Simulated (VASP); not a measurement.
**Lu: relaxation of cell and atoms with r2SCAN**

The system is Lu.

```
Lu
1.0
     0.00000    2.45000    2.45000
     2.45000    0.00000    2.45000
     2.45000    2.45000    0.00000
Lu
1
Direct
  0.00000 0.00000 0.00000
```

This isn't the form of Lu at room conditions, which is hcp.

```json
{
  "Program": "VASP 6.6.1",
  "Task": "relaxation of cell and atoms",
  "Functional": "r2SCAN",
  "Potentials or basis": "VASP PAW PBE potentials, release 64 (Lu)",
  "Cutoff": "660 eV",
  "k mesh": "8 × 8 × 8",
  "Occupations": "methfessel-paxton, width 0.1 eV",
  "Spin": "no spin polarisation",
  "Dipole correction": "no",
  "Further INCAR settings": "ALGO = Normal; EDIFF = 1e-07; IBRION = 2; EDIFFG = -0.03; NSW = 80; ISIF = 3"
}
```

- Pressure after relaxing: -0.1 GPa
- Band gap on the k mesh: zero (an odd number of electrons rules out a gap without spin polarisation)

Final structure:
```
Lu
1.0
     0.00000    2.45000    2.45000
     2.45000    0.00000    2.45000
     2.45000    2.45000    0.00000
Lu
1
Direct
  0.00000 0.00000 0.00000
```

Levels at points of the mesh, in eV from the Fermi level:
| k point | band 10 | band 11 | band 12 | band 13 | band 14 | band 15 |
| --- | --- | --- | --- | --- | --- | --- |
| (0.00, 0.00, 0.00) | -5.14 | -5.14 | -5.14 | 2.49 | 2.49 | 2.49 |
| (0.50, 0.00, 0.00) | -5.15 | -5.13 | -2.62 | 0.11 | 2.26 | 2.26 |
| (0.50, 0.50, 0.00) | -5.16 | -5.16 | -2.06 | -0.77 | 1.80 | 6.74 |

Wall time 2.4 min on 1 thread of AMD EPYC 9R45 96-Core Processor (Zen 5), on a shared host, peak memory 0.17 GiB.

Caveat: the PAW data sets were made with another functional, which shifts forces and pressure a little; spin-orbit coupling is left out, which moves the levels of the heavy elements.
